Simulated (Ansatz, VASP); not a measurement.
**BN: VASP beside Ansatz**

```
B N
1.0
     2.51218    0.00000    0.00000
    -1.25609    2.17561    0.00000
     0.00000    0.00000    8.34369
B N
2 2
Direct
  0.51093 0.79667 0.25000
  0.66667 0.33333 0.75000
  0.33333 0.66667 0.75000
  0.66667 0.33333 0.25000
```

Alike in both runs: task single point; functional PBE; k mesh 12 × 12 × 4; occupations gaussian, width 0.05 eV; no spin polarisation.

|  | VASP | Ansatz |
| --- | --- | --- |
| version | VASP 6.6.1 | Ansatz 0.2.0 |
| potentials or method | VASP PAW PBE potentials, release 64 (B, N), cutoff 520 eV | scalar-relativistic, plane waves, PAW |
| valence electrons in the cell | 16 | 16 |

Ansatz gave:

| Property | Result |
| --- | --- |
| gap on the k mesh at the Fermi level (eV) | 1.79 |
| least direct gap on the mesh (eV) | 2.50 |
| pressure (GPa) | 17.2 |
| traceless stress, the component that is largest in VASP (GPa) | 23.90 |
| rms of the force components (eV/Å) | 4.956 |

Problem. What did VASP give for the same quantities?

Solution. gap on the k mesh at the Fermi level (eV): 1.78; least direct gap on the mesh (eV): 2.49; pressure (GPa): 17.1; traceless stress, the component that is largest in VASP (GPa): 23.96; rms of the force components (eV/Å): 4.970.

Atom by atom the forces differ by 0.024 eV/Å (rms over components).
